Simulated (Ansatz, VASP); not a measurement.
BeAs: VASP beside Ansatz

Contents of INCAR:

```
SYSTEM = BeAs
PREC = Accurate
ENCUT = 600
EDIFF = 1E-6
ISMEAR = 0
SIGMA = 0.1
LREAL = .False.
LASPH = .True.
NELM = 60
ALGO = Normal
ISIF = 3
LWAVE = .False.
LCHARG = .False.
GGA = PE
IBRION = 2
NSW = 100
EDIFFG = -0.01
```

File KPOINTS:

```
Automatic mesh
0
Gamma
  18 18 18
  0 0 0
```

The input POSCAR:

```
BeAs
1.0
    0.0000000000      2.5841686250      2.5841686250
    2.5841686250      0.0000000000      2.5841686250
    2.5841686250      2.5841686250      0.0000000000
Be As
1 1
Direct
    0.0000000000      0.0000000000      0.0000000000
    0.2500000000      0.2500000000      0.2500000000
```

Input for Ansatz:

```yaml
crystal:
  lattice:
    - [0.0, 2.584168625, 2.584168625]
    - [2.584168625, 0.0, 2.584168625]
    - [2.584168625, 2.584168625, 0.0]
  atoms:
    - { symbol: Be, position: [0.0, 0.0, 0.0] }
    - { symbol: As, position: [0.25, 0.25, 0.25] }
basis:
  ecutwfc: 420
kpoints:
  mp_grid: { grid: [18, 18, 18] }
hamiltonian:
  xc: pbe
scf:
  occupations: { method: gaussian, width: 0.1 }
output:
  forces: true
  stress: true
  eigenvalues: true
relax:
  adjacent_minimum: "off"
  f_tol: 0.01
  max_steps: 80
  cell: { stress_tol: 0.05 }
```

Alike in both runs: task relaxation of cell and atoms; functional PBE; k mesh 18 × 18 × 18; occupations gaussian, width 0.1 eV; no spin polarisation.

|  | VASP | Ansatz |
| --- | --- | --- |
| version | VASP 6.6.1 | Ansatz 0.2.0 |
| potentials or method | VASP PAW PBE potentials, release 64 (Be, As), cutoff 600 eV | scalar-relativistic, plane waves, PAW |
| valence electrons in the cell | 7 | 17 |

```tsv
	VASP	Ansatz	Ansatz less VASP
gap on the k mesh at the Fermi level, each at its own relaxed structure (eV)	none	none	-
relaxed volume (Å³/atom)	17.38	17.31	-0.069
relaxed length of the cell vector where the two differ most in proportion (Å)	3.663	3.658	-0.0049
```

A gap of «none» marks a metal or a gap that the smearing closes. VASP's potentials hold 7 valence electrons a cell and Ansatz's 17, so a difference there can come from the potentials and not from the codes.
